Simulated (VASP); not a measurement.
V: single point with PBEsol

Crystal: V.

```
V
1.0
     2.95885    0.00000    0.00000
     0.00000    2.95885    0.00000
     0.00000    0.00000    2.89968
V
2
Direct
  0.00000 0.00000 0.00000
  0.50000 0.50000 0.50000
```

This cell differs from its parent crystal: strain along c alone, the other axes held: -2.0 %.

| Quantity | Value |
| --- | --- |
| Program | VASP 6.6.1 |
| Task | single point |
| Functional | PBEsol |
| Potentials or basis | VASP PAW PBE potentials, release 64 (V_sv) |
| Cutoff | 520 eV |
| k mesh | 14 × 14 × 14 |
| Occupations | gaussian, width 0.1 eV |
| Spin | no spin polarisation |
| Dipole correction | no |
| Further INCAR settings | ALGO = Fast; EDIFF = 1e-06; NBANDS = 20 |

```
Pressure               : 4.4 GPa
Band gap on the k mesh : zero (bands 13 and 14 overlap by 3.04 eV)
```

Stress tensor (GPa, compression positive):
```
3.25 0.00 0.00
0.00 3.25 0.00
0.00 0.00 6.56
```

Levels at points of the mesh, in eV from the Fermi level:
```csv
k point,band 10,band 11,band 12,band 13,band 14,band 15,band 16,band 17
"(0.00, 0.00, 0.00)",-3.32,-3.26,0.31,0.48,0.48,2.48,2.68,4.03
"(0.50, 0.00, 0.00)",-2.97,-0.71,-0.71,0.87,0.87,1.01,1.01,2.13
"(0.50, 0.50, 0.00)",-3.38,-1.11,-1.11,1.76,1.76,2.47,2.47,2.93
"(0.00, 0.00, 0.50)",-2.85,-0.64,-0.64,0.83,0.83,0.83,0.83,2.06
"(0.50, 0.00, 0.50)",-3.40,-1.32,-1.32,1.94,1.94,2.64,2.64,3.04
"(0.50, 0.50, 0.50)",-1.21,-1.21,-1.21,-1.10,-1.10,3.01,3.01,3.11
```

It took 2.4 min on 1 thread of Intel Xeon 8259CL, on a shared host, peak memory 0.23 GiB.

Caveat: the cell differs from its parent crystal (strain along c alone, the other axes held: -2.0 %); the cell stands under pressure; the PAW data sets were made with another functional, which shifts forces and pressure a little.
